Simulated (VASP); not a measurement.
# PdPt2 (P6/mmm) in VASP: notebook

Runs on PdPt2. Level: PBE. Tasks: relaxation of cell and atoms, single point.

Everything below comes from runs of VASP 6.6.1. Logs are shortened: lines on timing, memory, paths and dates and some standing lists are left out, and cuts for length are marked.

### 1 The cell of the first run

The structure is hexagonal, space group P6/mmm (No. 191). Conventional cell: a = 3.505 Å, b = 3.505 Å, c = 4.592 Å, α = 90.00°, β = 90.00°, γ = 120.00°. Pd (site symmetry 6/mmm) has 6 Pt at 2.02 Å within 2.7 Å. Within 2.7 Å of Pt (site symmetry -6m2) lie 3 Pt at 2.02 Å and 3 Pd at 2.02 Å.

The cell was built from a structure type or drawn by symmetry, and may not be a known phase.

### 2 Relaxation of cell and atoms, PBE

The input, INCAR:

```
SYSTEM = PdPt2
  PREC = Accurate
  ENCUT = 500
  EDIFF = 1E-7
  ISMEAR = 0
  SIGMA = 0.1
  LREAL = .False.
  LASPH = .True.
  NELM = 120
  ALGO = Normal
  ISIF = 3
  LWAVE = .False.
  LCHARG = .False.
  GGA = PE
  IBRION = 2
  NSW = 90
  EDIFFG = -0.04
  GGA_COMPAT = .False.
  NELMIN = 4
```

The input, KPOINTS:

```
Automatic mesh
0
Gamma
  6 6 4
  0 0 0
```

The input, POSCAR:

```
PdPt2
1.0
    3.5053399800      0.0000000000      0.0000000000
   -1.7526699900      3.0357134700      0.0000000000
    0.0000000000      0.0000000000      4.5921063800
Pd Pt
1 2
Direct
    0.0000000000      0.0000000000      0.0000000000
    0.3333333300      0.6666666700      0.0000000000
    0.6666666700      0.3333333300      0.0000000000
```

Potentials or basis: VASP PAW PBE potentials, release 64 (Pd, Pt).

Started as:

```
cat potpaw_PBE.64/Pd/POTCAR potpaw_PBE.64/Pt/POTCAR > POTCAR
mpirun -np 1 vasp_std > vasp.out
```

OUTCAR:

```text
SYSTEM = PdPt2
   PREC = Accurate
   ENCUT = 500
   EDIFF = 1E-7
   ISMEAR = 0
   LREAL = .False.
   LASPH = .True.
   NELM = 120
   ISIF = 3
   GGA = PE
   IBRION = 2
   NSW = 90
   EDIFFG = -0.04
   NELMIN = 4

 ion  position               nearest neighbor table
   1  0.000  0.000  0.000-   2 2.02   3 2.02   2 2.02   3 2.02   3 2.02   2 2.02
   2  0.333  0.667  0.000-   3 2.02   1 2.02   3 2.02   1 2.02   1 2.02   3 2.02
   3  0.667  0.333  0.000-   2 2.02   1 2.02   2 2.02   1 2.02   1 2.02   2 2.02

  LATTYP: Found a hexagonal cell.
 ALAT       =     3.5053399800
 C/A-ratio  =     1.3100316677

  Lattice vectors:

 A1 = (   3.5053399800,   0.0000000000,   0.0000000000)
 A2 = (  -1.7526699900,   3.0357134700,   0.0000000000)
 A3 = (   0.0000000000,   0.0000000000,   4.5921063800)

Analysis of symmetry for initial positions (statically):
=====================================================================
 Subroutine PRICEL returns:
 Original cell was already a primitive cell.

 Routine SETGRP: Setting up the symmetry group for a
 hexagonal supercell.

 Subroutine GETGRP returns: Found 24 space group operations
 (whereof 24 operations were pure point group operations)
 out of a pool of 24 trial point group operations.

The static configuration has the point symmetry D_6h.

Analysis of symmetry for dynamics (positions and initial velocities):
=====================================================================
 Subroutine PRICEL returns:
 Original cell was already a primitive cell.

 Routine SETGRP: Setting up the symmetry group for a
 hexagonal supercell.

 Subroutine GETGRP returns: Found 24 space group operations
 (whereof 24 operations were pure point group operations)
 out of a pool of 24 trial point group operations.

The dynamic configuration has the point symmetry D_6h.

 Subroutine INISYM returns: Found 24 space group operations
 (whereof 24 operations are pure point group operations),
 and found     1 'primitive' translations

----------------------------------------------------------------------------------------

                                     Primitive cell

  volume of cell :      48.8656

  direct lattice vectors                    reciprocal lattice vectors
     3.505339980  0.000000000  0.000000000     0.285279033  0.164705927  0.000000000
    -1.752669990  3.035713470  0.000000000     0.000000000  0.329411853  0.000000000
     0.000000000  0.000000000  4.592106380     0.000000000  0.000000000  0.217764990

  length of vectors
     3.505339980  3.505339979  4.592106380     0.329411853  0.329411853  0.217764990

  position of ions in fractional coordinates (direct lattice)
     0.000000000  0.000000000  0.000000000
     0.333333330  0.666666670  0.000000000
     0.666666670  0.333333330  0.000000000

  ion indices of the primitive-cell ions
   primitive index   ion index
                 1           1
                 2           2
                 3           3

----------------------------------------------------------------------------------------

 KPOINTS: Automatic mesh

Automatic generation of k-mesh.
 Grid dimensions read from file:
 generate k-points for:    6    6    4

 Generating k-lattice:

  Cartesian coordinates                     Fractional coordinates (reciprocal lattice)
     0.047546506  0.027450988  0.000000000     0.166666667 -0.000000000  0.000000000
     0.000000000  0.054901976  0.000000000     0.000000000  0.166666667  0.000000000
     0.000000000  0.000000000  0.054441248     0.000000000  0.000000000  0.250000000

  Length of vectors
     0.054901976  0.054901976  0.054441248

  Shift w.r.t. Gamma in fractional coordinates (k-lattice)
     0.000000000  0.000000000  0.000000000

 Subroutine IBZKPT returns following result:
 ===========================================

 Found     21 irreducible k-points:

 Following reciprocal coordinates:
            Coordinates               Weight
  0.000000  0.000000  0.000000      1.000000
  0.166667  0.000000  0.000000      6.000000
  0.333333  0.000000  0.000000      6.000000
  0.500000  0.000000  0.000000      3.000000
  0.166667  0.166667  0.000000      6.000000
  0.333333  0.166667  0.000000     12.000000
[... 13 lines left out ...]
  0.333333  0.166667  0.500000     12.000000
  0.333333  0.333333  0.500000      2.000000
   k-points           NKPTS =     21   k-points in BZ     NKDIM =     21   number of bands    NBANDS=     19
   number of dos      NEDOS =    301   number of ions     NIONS =      3
   total plane-waves  NPLWV =  28224
   dimension x,y,z NGX =    28 NGY =   28 NGZ =   36
   dimension x,y,z NGXF=    56 NGYF=   56 NGZF=   72
   ions per type =               1   2
   NGX,Y,Z   is equivalent  to a cutoff of  13.28, 13.28, 13.03 a.u.
   NGXF,Y,Z  is equivalent  to a cutoff of  26.56, 26.56, 26.07 a.u.
 SYSTEM =  PdPt2
   PREC   = accura    normal or accurate (medium, high low for compatibility)
   ISTART =      0    job   : 0-new  1-cont  2-samecut
   ICHARG =      2    charge: 1-file 2-atom 10-const
   ISPIN  =      1    spin polarized calculation?
   LNONCOLLINEAR =      F non collinear calculations
   LSORBIT =      F    spin-orbit coupling
   LASPH  =      T    aspherical Exc in radial PAW
   ENCUT  =  500.0 eV  36.75 Ry    6.06 a.u.   6.39  6.39  8.37*2*pi/ulx,y,z
   NELM   =    120;   NELMIN=  4; NELMDL= -5     # of ELM steps
   EDIFF  = 0.1E-06   stopping-criterion for ELM
   LREAL  =      F    real-space projection
   EDIFFG = -.4E-01   stopping-criterion for IOM
   NSW    =     90    number of steps for IOM
   IBRION =      2    ionic relax: 0-MD 1-quasi-New 2-CG
   NFREE  =      1    steps in history (QN), initial steepest desc. (CG)
   ISIF   =      3    stress and relaxation
   ISYM   =      2    0-nonsym 1-usesym 2-fastsym
   POTIM  = 0.5000    time-step for ionic-motion
   TEBEG  =    0.0;   TEEND  =   0.0 temperature during run
   PSTRESS=    0.0 pullay stress
   NELECT =      30.0000    total number of electrons
   NUPDOWN=      -1.0000    fix difference up-down
   EMIN   =  10.00;   EMAX   =-10.00  energy-range for DOS
   EFERMI =   0.00;   METHOD = LEGACY
   ISMEAR =     0;   SIGMA  =   0.10  broadening in eV -4-tet -1-fermi 0-gaus
   EFERMI_NEDOS =   21; number of points for ismear=-14 and -15
   IALGO  =     38    algorithm
   IMIX   =      4    mixing-type and parameters
     AMIX     =   0.40;   BMIX     =  1.00
     AMIX_MAG =   1.60;   BMIX_MAG =  1.00
  volume/ion in A,a.u.               =      16.29       109.92
  Fermi-wavevector in a.u.,A,eV,Ry     =   1.391386  2.629338 26.340267  1.935955
  Thomas-Fermi vector in A             =   2.515230
   LORBIT       =      0    0 simple, 1 ext, 2 COOP (PROOUT), +10 PAW based schemes
   GGA     = PE    functional components
   LHFCALC =     F    Hartree Fock is set to
   AEXX    =    0.0000 exact exchange contribution
   IVDW    =     0    specifies the selected vdW correction
   LEPSILON=     F    determine dielectric tensor
   LRPA    =     F    only Hartree local field effects (RPA)
 conjugate gradient relaxation of ions
 non-spin polarized calculation
 Gauss-broadening in eV      SIGMA  =   0.10
  energy-cutoff  :      500.00
  volume of cell :       48.87
 maximum number of plane-waves:      1257
 NGX is ok and might be reduce to    28
   NGX = 13   NGY = 13   NGZ = 17

--------------------------------------- Ionic step        1  -------------------------------------------

 number of electron      29.9999995 magnetization

 Free energy of the ion-electron system (eV)
  ---------------------------------------------------
  ext. energy  EPLUGINS =         0.00000000
  ---------------------------------------------------
  free energy    TOTEN  =        15.98788919 eV

  energy without entropy =       15.99347622  energy(sigma->0) =       15.99068271

------------------------ aborting loop because EDIFF is reached ----------------------------------------

  FORCE on cell =-STRESS in cart. coord.  units (eV):
  Direction    XX          YY          ZZ          XY          YZ          ZX
  --------------------------------------------------------------------------------------
  -------------------------------------------------------------------------------------
  Total      161.5797322    161.5797320      0.0990985     -0.0000000      0.0000000      0.0000000
  in kB     5297.7883289   5297.7883234      3.2491880     -0.0000000      0.0000000      0.0000000
  external PRESSURE =    3532.9419468 kB  Pullay stress =       0.0000000 kB
[... 22 lines left out ...]
  energy  without entropy=       15.9934762244  energy(sigma->0) =       15.99068271

--------------------------------------- Ionic step        2  -------------------------------------------

 number of electron      29.9999847 magnetization

------------------------ aborting loop EDIFF was not reached (unconverged)  ----------------------------

  FORCE on cell =-STRESS in cart. coord.  units (eV):
  Direction    XX          YY          ZZ          XY          YZ          ZX
  --------------------------------------------------------------------------------------
  -------------------------------------------------------------------------------------
  Total     -338.9002292   -338.9002283    -74.0472915      0.0000000      0.0000000     -0.0000000
  in kB     -856.8058700   -856.8058679   -187.2059932      0.0000000      0.0000000     -0.0000000
  external PRESSURE =    -633.6059104 kB  Pullay stress =       0.0000000 kB

 VOLUME and BASIS-vectors are now :
 -----------------------------------------------------------------------------
  energy-cutoff  :      500.00
  volume of cell :      633.72
      direct lattice vectors                 reciprocal lattice vectors
    12.613422744  0.000000000  0.000000000     0.079280622  0.045772688 -0.000000000
    -6.306711372 10.923544511 -0.000000000     0.000000000  0.091545377 -0.000000000
     0.000000000  0.000000000  4.599424323     0.000000000  0.000000000  0.217418514
[... 1441 lines left out ...]
      3       4.5588      2.00000
      4       4.6148      2.00000
      5       4.6148      2.00000
      6       4.6523      2.00000
[... 11 lines left out ...]
     18      14.8602      0.00000
     19      14.8602      0.00000

[... ionic steps 4 to 31 ...]

--------------------------------------- Ionic step       32  -------------------------------------------

 number of electron      30.0000002 magnetization

------------------------ aborting loop because EDIFF is reached ----------------------------------------

  FORCE on cell =-STRESS in cart. coord.  units (eV):
  Direction    XX          YY          ZZ          XY          YZ          ZX
  --------------------------------------------------------------------------------------
  -------------------------------------------------------------------------------------
  Total        0.1170333      0.1170333     -0.2867986     -0.0000000     -0.0000000      0.0000000
  in kB        3.7942044      3.7942044     -9.2979734     -0.0000000     -0.0000000      0.0000000
  external PRESSURE =      -0.5698549 kB  Pullay stress =       0.0000000 kB
[... 59 lines left out ...]
  energy  without entropy=      -17.2875929422  energy(sigma->0) =      -17.30192721

--------------------------------------- Ionic step       34  -------------------------------------------

 number of electron      30.0000002 magnetization

 Free energy of the ion-electron system (eV)
  ---------------------------------------------------
  ext. energy  EPLUGINS =         0.00000000
  ---------------------------------------------------
  free energy    TOTEN  =       -17.31643778 eV

  energy without entropy =      -17.28801803  energy(sigma->0) =      -17.30222790

 E-fermi :   9.1029     XC(G=0): -12.7421

 val. band max:        9.0773861754   @ k =   0.5000   0.0000   0.5000
 cond. band min:       9.1031836958   @ k =   0.1667   0.0000   0.0000
 fundamental gap:      0.0257975204
 Fermi energy:         9.1029218057

 k-point     1 :       0.0000    0.0000    0.0000
  band No.  band energies     occupation
      1       0.7425      2.00000
      2       3.5109      2.00000
      3       4.3296      2.00000
      4       5.1763      2.00000
      5       5.4290      2.00000
      6       5.4290      2.00000
[... 481 lines left out ...]
  FREE ENERGIE OF THE ION-ELECTRON SYSTEM (eV)
  ---------------------------------------------------
  free  energy   TOTEN  =       -17.3164377758 eV

  energy  without entropy=      -17.2880180335  energy(sigma->0) =      -17.30222790

 reached required accuracy - stopping structural energy minimisation
```

It took 30 min on 1 thread of AMD EPYC 7R13, shared host; peak memory 0.17 GiB.

Results:

- Free energy: -17.3164 eV
- Relaxed volume: 16.46 Å³/atom
- Relaxed cell: a = 4.657 Å, b = 4.657 Å, c = 2.629 Å, α = 90.00°, β = 90.00°, γ = 120.00°
- Space group after relaxing (to 0.1 Å): P6/mmm (No. 191)
- Pressure after relaxing: 0.2 GPa
- Band gap on the k mesh: zero (bands 15 and 16 overlap by 2.33 eV)

Final structure:
```cif
data_structure
_symmetry_space_group_name_H-M 'P 1'
_symmetry_Int_Tables_number 1
_cell_length_a 4.6571
_cell_length_b 4.6571
_cell_length_c 2.6291
_cell_angle_alpha 90.000
_cell_angle_beta 90.000
_cell_angle_gamma 120.000
_cell_volume 49.38
loop_
_atom_site_label
_atom_site_type_symbol
_atom_site_fract_x
_atom_site_fract_y
_atom_site_fract_z
_atom_site_occupancy
Pd1 Pd 0.00000 0.00000 0.00000 1
Pt1 Pt 0.33333 0.66667 0.00000 1
Pt2 Pt 0.66667 0.33333 0.00000 1
```

Levels at points of the mesh, in eV from the Fermi level:
```
           k point  band 12  band 13  band 14  band 15  band 16  band 17  band 18  band 19
(0.00, 0.00, 0.00)    -1.41    -1.30    -1.30     0.24     0.24     5.09     6.10     6.25
(0.50, 0.00, 0.00)    -0.77    -0.47    -0.39    -0.24    -0.03     0.45     0.59     6.04
(0.00, 0.00, 0.50)    -1.47    -1.47    -0.67     0.57     1.31     4.40     8.44     8.89
(0.50, 0.00, 0.50)    -0.44    -0.03     0.75     1.32     3.97     4.56     4.79     4.82
```

Caveat: a cell axis changed by over 15 % at a fixed basis, so the end point is rough; spin-orbit coupling is left out, which moves the levels of the heavy elements.

### 3 Relaxation of cell and atoms, PBE

This run uses another cell than the first one, of 16.54 Å³/atom.

The input, INCAR:

```
  PREC = Accurate
  ENCUT = 500
  EDIFF = 1E-7
  ISMEAR = 0
  SIGMA = 0.1
  LREAL = False
  LASPH = True
  NELM = 120
  ALGO = Normal
  ISIF = 3
  LWAVE = False
  LCHARG = False
  GGA = PE
  IBRION = 2
  NSW = 90
  EDIFFG = -0.04
  GGA_COMPAT = False
  NELMIN = 4
```

The input, KPOINTS:

```
regular mesh
0
Gamma
  6 6 6
```

The input, POSCAR:

```
PdPt2
1.0
    4.6681650887      0.0000000000      0.0000000000
   -2.3340825443      4.0427495559      0.0000000000
    0.0000000000      0.0000000000      2.6289607347
Pd Pt
1 2
Direct
    0.0000000000      0.0000000000      0.0000000000
    0.3333333333      0.6666666667      0.0000000000
    0.6666666667      0.3333333333      0.0000000000
```

Potentials or basis: VASP PAW PBE potentials, release 64 (Pd, Pt).

Started as:

```
cat potpaw_PBE.64/Pd/POTCAR potpaw_PBE.64/Pt/POTCAR > POTCAR
mpirun -np 1 vasp_std > vasp.out
```

Run time: 4.2 min. Hardware: 1 thread of AMD EPYC 7R13, shared host; peak memory 0.16 GiB.

The run converged. Its results:

```
Free energy                           : -16.8114 eV
Relaxed volume                        : 16.72 Å³/atom
Relaxed cell                          : a = 4.654 Å, b = 4.654 Å, c = 2.675 Å, α = 90.00°, β = 90.00°, γ = 120.00°
Space group after relaxing (to 0.1 Å) : P6/mmm (No. 191)
Energy gained by relaxing             : 6.7 meV/atom
Ionic steps                           : 6
Pressure after relaxing               : 0.0 GPa
Band gap on the k mesh                : zero (bands 15 and 16 overlap by 1.97 eV)
```

The path:
```tsv
step	energy change (eV)	largest force (eV/Å)	pressure (GPa)	volume (Å³)
1	0.0000	0.0000	1.90	49.61
2	-0.0002	0.0000	-2.35	51.01
3	-0.0199	0.0000	-0.47	50.30
4	-0.0199	0.0000	-0.43	50.28
5	-0.0196	0.0000	0.74	50.00
6	-0.0201	0.0000	0.03	50.17
```

Final structure:
```yaml
crystal:
  lattice:
    - [4.65390, 0.00000, 0.00000]
    - [-2.32695, 4.03039, 0.00000]
    - [0.00000, 0.00000, 2.67467]
  atoms:
    - { symbol: Pd, position: [0.00000, 0.00000, 0.00000] }
    - { symbol: Pt, position: [0.33333, 0.66667, 0.00000] }
    - { symbol: Pt, position: [0.66667, 0.33333, 0.00000] }
```

Levels at points of the mesh, in eV from the Fermi level:
```csv
k point,band 12,band 13,band 14,band 15,band 16,band 17,band 18,band 19
"(0.00, 0.00, 0.00)",-1.31,-1.22,-1.22,0.38,0.38,5.33,6.32,6.46
"(0.50, 0.00, 0.00)",-0.60,-0.30,-0.26,-0.11,0.10,0.69,0.75,6.24
"(0.00, 0.00, 0.50)",-1.13,-1.13,-0.52,0.69,1.42,4.19,8.61,9.03
"(0.50, 0.00, 0.50)",-0.31,0.09,0.88,1.42,4.13,4.63,4.64,4.70
```

Caveat: the k points lie up to 0.39 Å⁻¹ apart in the final cell, too coarse for converged energies and pressures of a metal; spin-orbit coupling is left out, which moves the levels of the heavy elements.

### 4 Single point, PBE, collinear spin

This run uses another cell than the first one, of 16.76 Å³/atom.

The input, INCAR:

```
SYSTEM = PdPt2
PREC = Accurate ; ENCUT = 500
EDIFF = 1E-6 ; ISMEAR = 0
SIGMA = 0.1 ; LREAL = .False.
LASPH = .True. ; NELM = 200
ALGO = Normal ; ISIF = 2
LWAVE = .False. ; LCHARG = .False.
ISPIN = 2 ; MAGMOM = 1 0 0
LORBIT = 11 ; LMAXMIX = 4
GGA = PE ; NBANDS = 26
GGA_COMPAT = .False.
```

The input, KPOINTS:

```
regular mesh
0
Gamma
  6 6 6
  0 0 0
```

The input, POSCAR:

```
PdPt2
1.0
    4.6566805855      0.0000000000      0.0000000000
   -2.3283402927      4.0328036843      0.0000000000
    0.0000000000      0.0000000000      2.6775574574
Pd Pt
1 2
Direct
    0.0000000000      0.0000000000      0.0000000000
    0.3333333333      0.6666666667      0.0000000000
    0.6666666667      0.3333333333      0.0000000000
```

Started as:

```
cat potpaw_PBE.64/Pd/POTCAR potpaw_PBE.64/Pt/POTCAR > POTCAR
mpirun -np 1 vasp_std > vasp.out
```

Wall time 2.3 min (1 thread of AMD EPYC 7R13, shared host); peak memory 0.19 GiB.

Results (log left out):

| Item | Value |
| --- | --- |
| Free energy | -16.8116 eV |
| Pressure | -0.4 GPa |
| Band gap on the k mesh | zero (filled and empty bands overlap) |
| Net moment | 0.00 μB per cell |
| Valence electrons inside the program's atomic spheres | Pd 9.43; Pt 9.20 |

Levels at points of the mesh, in eV from the Fermi level:
Spin up:
| k point | band 11 | band 12 | band 13 | band 14 | band 15 | band 16 | band 17 | band 18 | band 19 | band 20 |
| --- | --- | --- | --- | --- | --- | --- | --- | --- | --- | --- |
| (0.00, 0.00, 0.00) | -1.31 | -1.31 | -1.22 | -1.22 | 0.38 | 0.38 | 5.32 | 6.31 | 6.46 | 6.46 |
| (0.50, 0.00, 0.00) | -1.03 | -0.60 | -0.30 | -0.26 | -0.11 | 0.09 | 0.70 | 0.75 | 6.23 | 12.94 |
| (0.00, 0.00, 0.50) | -2.47 | -1.13 | -1.13 | -0.52 | 0.69 | 1.41 | 4.17 | 8.60 | 9.01 | 11.37 |
| (0.50, 0.00, 0.50) | -1.89 | -0.31 | 0.09 | 0.88 | 1.41 | 4.12 | 4.61 | 4.62 | 4.69 | 5.39 |
Spin down:
```
           k point  band 12  band 13  band 14  band 15  band 16  band 17  band 18  band 19
(0.00, 0.00, 0.00)    -1.31    -1.22    -1.22     0.38     0.38     5.32     6.31     6.46
(0.50, 0.00, 0.00)    -0.60    -0.30    -0.26    -0.11     0.09     0.70     0.75     6.23
(0.00, 0.00, 0.50)    -1.13    -1.13    -0.52     0.69     1.41     4.17     8.60     9.01
(0.50, 0.00, 0.50)    -0.31     0.09     0.88     1.41     4.12     4.61     4.62     4.69
```

Caveat: the k points lie up to 0.39 Å⁻¹ apart, too coarse for converged energies and pressures of a metal; spin-orbit coupling is left out, which moves the levels of the heavy elements.

### 5 Overview

```tsv
task	spin	cell	k mesh	gap on the mesh (eV)	pressure (GPa)	relaxed volume (Å³/atom)
relaxation of cell and atoms	off	relaxed from a = 3.505, b = 3.505, c = 4.592 Å, angles 90.0, 90.0, 120.0°, 3 atoms	6 × 6 × 4	none	0.2	16.46
relaxation of cell and atoms	off	relaxed from a = 4.668, b = 4.668, c = 2.629 Å, angles 90.0, 90.0, 120.0°, 3 atoms	6 × 6 × 6	none	0.0	16.72
single point	collinear	a = 4.657, b = 4.657, c = 2.678 Å, angles 90.0, 90.0, 120.0°, 3 atoms	6 × 6 × 6	none	-0.4	-
```

Alike in all rows: level PBE; potentials or basis VASP PAW PBE potentials, release 64 (Pd, Pt); cutoff (eV) 500; smearing gaussian 0.1 eV.

Caveats: some runs use coarse meshes; spin-orbit coupling is left out, which moves the levels of the heavy elements; a cell axis changed by over 15 % at a fixed basis, so the end point is rough (at least some runs).

Absolute energies hang on the potentials; compare differences alone.
